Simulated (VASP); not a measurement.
Wanted: the native input for a VASP 6.6.1 run.

```yaml
Task: relaxation of cell and atoms
Functional: PBE
Potentials_or_basis: VASP PAW PBE potentials, release 64 (Au, I)
Cutoff: 600 eV
k_mesh: 8 × 8 × 8
Occupations: gaussian, width 0.1 eV
Spin: no spin polarisation
Dipole_correction: no
Further_INCAR_settings: ALGO = Normal; EDIFF = 1e-06; IBRION = 2; EDIFFG = -0.01; NSW = 100; ISIF = 3
```

The structure of Au2I3 lies in POSCAR:

```
Au2I3
1.0
    5.6587519166      0.0000000000      0.0000000000
    0.0000000000      5.6587519166      0.0000000000
    0.0000000000      0.0000000000      5.6587519166
Au I
2 3
Direct
    0.5000000000      0.5000000000      0.5000000000
    0.0000000000      0.0000000000      0.0000000000
    0.5000000000      0.0000000000      0.0000000000
    0.0000000000      0.5000000000      0.0000000000
    0.0000000000      0.0000000000      0.5000000000
```

The cell was generated, and may not be a known phase.

One way to write it, as run:

INCAR

```
SYSTEM = Au2I3
  ALGO = Normal
  EDIFF = 1E-6
  EDIFFG = -0.01
  ENCUT = 600
  GGA = PE
  IBRION = 2
  ISIF = 3
  ISMEAR = 0
  LASPH = .True.
  LCHARG = .False.
  LREAL = .False.
  LWAVE = .False.
  NELM = 80
  NSW = 100
  PREC = Accurate
  SIGMA = 0.1
```

KPOINTS

```
k-points
0
Gamma
  8 8 8
  0 0 0
```

Potentials or basis: VASP PAW PBE potentials, release 64 (Au, I).

Run with:

```bash
$ cat potpaw_PBE.64/Au/POTCAR potpaw_PBE.64/I/POTCAR > POTCAR
$ mpirun -np 1 vasp_std > vasp.out
```

Results of the run:

```json
{
  "Relaxed volume": "35.71 Å³/atom",
  "Relaxed cell": "a = 5.631 Å, b = 5.631 Å, c = 5.631 Å, α = 90.00°, β = 90.00°, γ = 90.00°",
  "Space group after relaxing (to 0.1 Å)": "Pm-3m (No. 221)",
  "Energy gained by relaxing": "0.7 meV/atom",
  "Ionic steps": "2",
  "Pressure after relaxing": "0.0 GPa",
  "Band gap on the k mesh": "zero (an odd number of electrons rules out a gap without spin polarisation)"
}
```

Caveat: spin-orbit coupling is left out, which moves the levels of the heavy elements; an odd number of electrons without spin polarisation forces a metal; a magnetic or distorted state may lie lower.

Run time: 3 min on 1 thread of AMD EPYC 9R45 96-Core Processor (Zen 5), with other jobs on the host, peak memory 0.42 GiB.
